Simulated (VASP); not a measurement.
Wanted: the native input for a VASP 6.6.1 run.

```
Task                   : single point
Functional             : r2SCAN
Dispersion             : D4
Potentials or basis    : VASP PAW PBE potentials, release 64 (Mn_pv, O)
Cutoff                 : 520 eV
k mesh                 : 10 × 10 × 10
Occupations            : fermi-dirac, width 0.05 eV
Spin                   : collinear spin, ferromagnetic start
Starting moments       : [4.0, 0.0] μB
Dipole correction      : no
Further INCAR settings : ALGO = Normal; EDIFF = 1e-07; NBANDS = 20
```

MnO:

```
Mn O
1.0
     0.00000    2.17851    2.17851
     2.17851    0.00000    2.17851
     2.17851    2.17851    0.00000
Mn O
1 1
Cartesian
  0.0000 0.0000 0.0000
  2.1785 2.1785 2.1785
```

These files were run (other wordings do the same):

POSCAR

```
MnO
1.0
    0.0000000000      2.1785090927      2.1785090927
    2.1785090927      0.0000000000      2.1785090927
    2.1785090927      2.1785090927      0.0000000000
Mn O
1 1
Direct
    0.0000000000      0.0000000000      0.0000000000
    0.5000000000      0.5000000000      0.5000000000
```

INCAR.step1

```
PREC = Accurate
ENCUT = 520
ISMEAR = -1
SIGMA = 0.05
LREAL = False
LASPH = True
NELM = 150
ISPIN = 2
MAGMOM = 4 0
LMAXMIX = 4
NBANDS = 20
GGA = PE
ALGO = Normal
EDIFF = 1E-4
LWAVE = True
LCHARG = False
```

INCAR.step2

```
PREC = Accurate
ENCUT = 520
EDIFF = 1E-7
ISMEAR = -1
SIGMA = 0.05
LREAL = False
LASPH = True
NELM = 150
ALGO = Normal
ISIF = 2
LWAVE = False
LCHARG = False
ISPIN = 2
MAGMOM = 4 0
LORBIT = 11
LMAXMIX = 4
METAGGA = R2SCAN
LMIXTAU = True
IVDW = 13
VDW_S6 = 1.0
VDW_S8 = 0.6018749
VDW_A1 = 0.51559235
VDW_A2 = 5.77342911
NBANDS = 20
ISTART = 1
```

KPOINTS

```
regular mesh
0
Gamma
  10 10 10
```

Potentials or basis: VASP PAW PBE potentials, release 64 (Mn_pv, O).

Command:

```sh
$ cat potpaw_PBE.64/Mn_pv/POTCAR potpaw_PBE.64/O/POTCAR > POTCAR
$ cp INCAR.step1 INCAR
$ mpirun -np 1 vasp_std > vasp.out
$ cp INCAR.step2 INCAR
$ mpirun -np 1 vasp_std > vasp.out
```

Results of the run:

```json
{
  "Pressure": "10.9 GPa",
  "Band gap on the k mesh": "zero (filled and empty bands overlap)",
  "Net moment": "4.97 μB per cell",
  "Site moments": "Mn +4.51; O +0.25 μB",
  "Valence electrons inside the program's atomic spheres": "Mn 11.41; O 5.06",
  "Dispersion energy per atom": "-0.093 eV"
}
```

Caveat: the cell stands under pressure; the PAW data sets were made with another functional, which shifts forces and pressure a little; a cell with one magnetic atom can't hold antiferromagnetic order, which such compounds often take; semilocal functionals often make such compounds metallic where correlation or magnetic order opens a gap, which also shifts bond lengths.

Wall time 53 s on 1 thread of Intel(R) Xeon(R) 6975P-C (Granite Rapids), with other jobs on the host, peak memory 0.17 GiB.
